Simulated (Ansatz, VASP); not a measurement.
One calculation of Al2O3, two programs

```
CELL_PARAMETERS angstrom
2.23195 1.28862 4.16646
-2.23195 1.28862 4.16646
0.00000 -2.57724 4.16646
ATOMIC_POSITIONS crystal
Al 0.85204 0.85204 0.85204
Al 0.64796 0.64796 0.64796
Al 0.14796 0.14796 0.14796
Al 0.35204 0.35204 0.35204
O 0.05586 0.44414 0.75000
O 0.75000 0.05586 0.44414
O 0.44414 0.75000 0.05586
O 0.94414 0.55586 0.25000
O 0.25000 0.94414 0.55586
O 0.55586 0.25000 0.94414
```

Alike in both runs: task single point; functional PBEsol; k mesh 6 × 6 × 6; occupations gaussian, width 0.05 eV; no spin polarisation.

```csv
,VASP,Ansatz
version,VASP 6.6.1,Ansatz 0.2.0
potentials or method,"VASP PAW PBE potentials, release 64 (Al, O), cutoff 520 eV","scalar-relativistic, plane waves, PAW"
valence electrons in the cell,48,48
```

Ansatz gave:

| Quantity | Value |
| --- | --- |
| gap on the k mesh at the Fermi level (eV) | 8.31 |
| least direct gap on the mesh (eV) | 8.31 |
| rms of the force components (eV/Å) | 0.197 |

**Question.** What did VASP give for the same quantities?

**Answer.** gap on the k mesh at the Fermi level (eV): 8.33; least direct gap on the mesh (eV): 8.33; rms of the force components (eV/Å): 0.193.

VASP's potentials were made for PBE, not for PBEsol, and Ansatz warns of the same on its side. Atom by atom the forces differ by 0.005 eV/Å (rms over components).
